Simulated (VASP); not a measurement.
Runs of VASP 6.6.1 on HfN. The structure is that of space group I4/mmm (No. 139), or close to it. The cells are those of the table. 

```tsv
cell	gap on the mesh (eV)	pressure (GPa)
a = 3.395, b = 3.395, c = 2.927 Å, angles 64.5, 64.5, 51.1°, 2 atoms	none	43.2
a = 3.110, b = 3.110, c = 3.688 Å, angles 53.6, 53.6, 72.7°, 2 atoms	none	131.3
a = 3.253, b = 3.253, c = 3.095 Å, angles 61.6, 61.6, 56.8°, 2 atoms	none	(a)
a = 3.486, b = 3.486, c = 2.846 Å, angles 65.9, 65.9, 48.2°, 2 atoms	none	(b)
a = 3.156, b = 3.156, c = 3.285 Å, angles 58.6, 58.6, 62.7°, 2 atoms	none	7.8
```

Alike in all rows: task single point; level PBE; potentials or basis VASP PAW PBE potentials, release 64 (Hf_pv, N); no spin polarisation; k mesh 20 × 20 × 20; cutoff (eV) 520; smearing gaussian 0.15 eV.

Task: Fill in the values left out.

Result: (a) 8.7; (b) 69.2.

Caveats: spin-orbit coupling is left out, which moves the levels of the heavy elements; the stress differs along the axes, from -14 to 72 GPa (at least some runs); the stress differs along the axes, from -0 to 395 GPa (at least some runs); the stress differs along the axes, from -19 to 23 GPa (at least some runs); the stress differs along the axes, from -10 to 109 GPa (at least some runs); the stress differs along the axes, from -8 to 40 GPa (at least some runs).

A k mesh can miss the band edges, and the runs leave out spin-orbit coupling on Hf.

A gap of «none» marks levels without a gap at the run's occupations.
